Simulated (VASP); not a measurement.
Set up this calculation in VASP 6.6.1, as the native input.

* Task: single point
* Functional: LDA
* Potentials or basis: VASP PAW LDA potentials, release 64 (K_sv, F)
* Cutoff: 520 eV
* k mesh: 8 × 8 × 8
* Occupations: gaussian, width 0.05 eV
* Spin: no spin polarisation
* Dipole correction: no
* Further INCAR settings: ALGO = Normal; EDIFF = 1e-06; NBANDS = 15

The structure of KF lies in POSCAR:

```
KF
1.0
   -0.1061983116      2.4589782970      2.4589782970
    2.4589782970     -0.1061983116      2.4589782970
    2.4589782970      2.4589782970     -0.1061983116
K F
1 1
Direct
    0.0000000000      0.0000000000      0.0000000000
    0.5000000000      0.5000000000      0.5000000000
```

One way to write it, as run:

INCAR

```
SYSTEM = KF
PREC = Accurate ; ENCUT = 520
EDIFF = 1E-6 ; ISMEAR = 0
SIGMA = 0.05 ; LREAL = .FALSE.
LASPH = .TRUE. ; NELM = 100
ALGO = Normal ; ISIF = 2
LWAVE = .FALSE. ; LCHARG = .FALSE.
NBANDS = 15
```

KPOINTS

```
regular mesh
0
G
  8 8 8
  0 0 0
```

Potentials or basis: VASP PAW LDA potentials, release 64 (K_sv, F).

Command:

```console
$ cat potpaw_LDA.64/K_sv/POTCAR potpaw_LDA.64/F/POTCAR > POTCAR
$ mpirun -np 1 vasp_std > vasp.out
```

It gave:

| Property | Result |
| --- | --- |
| Pressure | 4.7 GPa |
| Band gap on the k mesh | 6.80 eV, indirect (the least direct gap lies 4.5 meV higher) |

It took 27 s on 1 thread of Intel(R) Xeon(R) Platinum 8488C (Sapphire Rapids), on a shared host, peak memory 0.16 GiB.
